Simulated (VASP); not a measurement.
WC, 2 atoms in the cell. Symmetry: Fm-3m, No. 225, cubic system. The conventional cell has a = 4.385 Å, b = 4.385 Å, c = 4.385 Å, α = 90.00°, β = 90.00°, γ = 90.00°. Within 2.9 Å of W (site symmetry m-3m) lie 6 C at 2.19 Å. C (site symmetry m-3m) has 6 W at 2.19 Å within 2.9 Å. 

| Quantity | Value |
| --- | --- |
| Program | VASP 6.6.1 |
| Task | single point |
| Functional | PBE |
| Potentials or basis | VASP PAW PBE potentials, release 64 (W_sv, C) |
| Cutoff | 520 eV |
| k mesh | 12 × 12 × 12 |
| Occupations | fermi-dirac, width 0.1 eV |
| Spin | non-collinear spin, zero start, spin-orbit coupling |
| Starting moments | [[0.0, 0.0, 0.0], [0.0, 0.0, 0.0]] μB |
| Dipole correction | no |
| Further INCAR settings | ALGO = Normal; EDIFF = 1e-07; NBANDS = 30 |

Potentials or basis: VASP PAW PBE potentials, release 64 (W_sv, C).

The run is started by

```bash
$ cat potpaw_PBE.64/W_sv/POTCAR potpaw_PBE.64/C/POTCAR > POTCAR
$ mpirun -np 1 vasp_ncl > vasp.out
```

Hardware: 1 thread of Intel Xeon 8259CL, with other jobs on the host.

**Question.** Estimate the wall time of this run.

**Answer.** Wall time 2.2 min on 1 thread of Intel Xeon 8259CL (shared host), peak memory 0.24 GiB. Counts: scf iterations 14, k points 72.
